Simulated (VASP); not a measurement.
Here is a VASP 6.6.1 calculation.

INCAR

```
SYSTEM = TiRh3
PREC = Accurate
ENCUT = 520
EDIFF = 1E-8
ISMEAR = -1
SIGMA = 0.03
LREAL = .False.
LASPH = .True.
NELM = 60
ALGO = Normal
ISIF = 2
LWAVE = .False.
LCHARG = .False.
GGA = CA
LEFG = .True.
NBANDS = 36
```

The input KPOINTS:

```
Automatic mesh
0
Gamma
  10 10 10
  0 0 0
```

The input POSCAR:

```
TiRh3
1.0
    3.8722952414      0.0000000000      0.0000000000
    0.0000000000      3.8722952414      0.0000000000
    0.0000000000      0.0000000000      3.8722952414
Ti Rh
1 3
Direct
    0.0000000000      0.0000000000      0.0000000000
    0.0000000000      0.5000000000      0.5000000000
    0.5000000000      0.0000000000      0.5000000000
    0.5000000000      0.5000000000      0.0000000000
```

Potentials or basis: VASP PAW LDA potentials, release 64 (Ti_sv, Rh_pv).

Launch:

```console
$ cat potpaw_LDA.64/Ti_sv/POTCAR potpaw_LDA.64/Rh_pv/POTCAR > POTCAR
$ mpirun -np 1 vasp_std > vasp.out
```

(1) Predict the pressure.

(2) What does it give for the band gap on the k mesh?

Answers

(1) -17.8 GPa.

(2) zero (an odd number of electrons rules out a gap without spin polarisation).

Caveat: the cell stands under tension; without QUAD_EFG the Cq values of the log hold for a quadrupole moment of 1 mb, not for the nuclei.
